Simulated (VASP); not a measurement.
A run of VASP 6.6.1 is set up as follows.

The input INCAR:

```
PREC     = Accurate       # precision mode
ENCUT    = 520            # plane-wave cutoff, eV
EDIFF    = 1E-6           # SCF threshold, eV
ISMEAR   = -1             # smearing method
SIGMA    = 0.1            # smearing width, eV
LREAL    = False          # projectors in reciprocal space
LASPH    = True           # aspherical terms in the spheres
NELM     = 80             # most SCF steps
ALGO     = Normal         # electronic algorithm
ISIF     = 2              # what is computed and relaxed
LWAVE    = False          # write WAVECAR
LCHARG   = False          # write CHGCAR
NBANDS   = 7              # bands
ISYM     = 0
```

File KPOINTS:

```
Automatic mesh
0
Gamma
  11 11 11
  0.5 0.5 0.5
```

File POSCAR:

```
Mg
1.0
    3.0032327817     -0.0088444319     -0.0062539578
    1.4939568882      2.6052980983     -0.0062539578
    1.4939568882      0.8625364115      2.4583832557
Mg
1
Direct
    0.0000000000      0.0000000000      0.0000000000
```

Potentials or basis: VASP PAW LDA potentials, release 64 (Mg).

Run with:

```bash
$ cat potpaw_LDA.64/Mg/POTCAR > POTCAR
$ mpirun -np 1 vasp_std > vasp.out
```

(1) What does it give for the band gap on the k mesh?

(2) What does it give for the pressure?

Results:

(1) zero (band 1 reaches 4.48 eV, above the bottom of band 2 at 2.18 eV).

(2) 5.7 GPa.
